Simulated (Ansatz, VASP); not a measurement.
# HgTe in VASP and in Ansatz

Contents of INCAR:

```
SYSTEM = HgTe
PREC = Accurate ; ENCUT = 520
EDIFF = 1E-6 ; ISMEAR = 0
SIGMA = 0.15 ; LREAL = .FALSE.
LASPH = .TRUE. ; NELM = 60
ALGO = Normal ; ISIF = 2
LWAVE = .FALSE. ; LCHARG = .FALSE.
GGA = PS ; NBANDS = 16
```

The input KPOINTS:

```
regular mesh
0
G
  14 14 14
  0 0 0
```

POSCAR

```
HgTe
1.0
    0.0000000000      3.2718525000      3.2235000000
    3.2718525000      0.0000000000      3.2235000000
    3.2718525000      3.2718525000      0.0000000000
Hg Te
1 1
Direct
    0.0000000000      0.0000000000      0.0000000000
    0.7500000000      0.7500000000      0.7500000000
```

Input for Ansatz:

```yaml
crystal:
  lattice:
    - [0.0, 3.2718525, 3.2235]
    - [3.2718525, 0.0, 3.2235]
    - [3.2718525, 3.2718525, 0.0]
  atoms:
    - { symbol: Hg, position: [0.0, 0.0, 0.0] }
    - { symbol: Te, position: [0.75, 0.75, 0.75] }
basis:
  ecutwfc: 420
kpoints:
  mp_grid: { grid: [14, 14, 14] }
hamiltonian:
  xc: pbesol
scf:
  occupations: { method: gaussian, width: 0.15 }
output:
  forces: true
  stress: true
  eigenvalues: true
```

Change from the starting cell: strain +0.015 along x and y, +0.000 along z, atoms carried along.

Alike in both runs: task single point; functional PBEsol; k mesh 14 × 14 × 14; occupations gaussian, width 0.15 eV; no spin polarisation.

|  | VASP | Ansatz |
| --- | --- | --- |
| version | VASP 6.6.1 | Ansatz 0.2.0 |
| potentials or method | VASP PAW PBE potentials, release 64 (Hg, Te), cutoff 520 eV | scalar-relativistic, plane waves, PAW |
| valence electrons in the cell | 18 | 36 |

Ansatz gave:

* gap on the k mesh at the Fermi level (eV): none
* pressure (GPa): 0.0
* traceless stress, the component that is largest in VASP (GPa): 0.15

Question: Estimate VASP's values.

Answer: gap on the k mesh at the Fermi level (eV): none; pressure (GPa): 0.1; traceless stress, the component that is largest in VASP (GPa): 0.15.

VASP's potentials were made for PBE, not for PBEsol. A gap of «none» marks a metal or a gap that the smearing closes. The functional is the same, so the differences come from potentials, cutoffs and numerics. VASP's potentials hold 18 valence electrons a cell and Ansatz's 36, so a difference there can come from the potentials and not from the codes.

Neither program's run includes spin-orbit coupling.
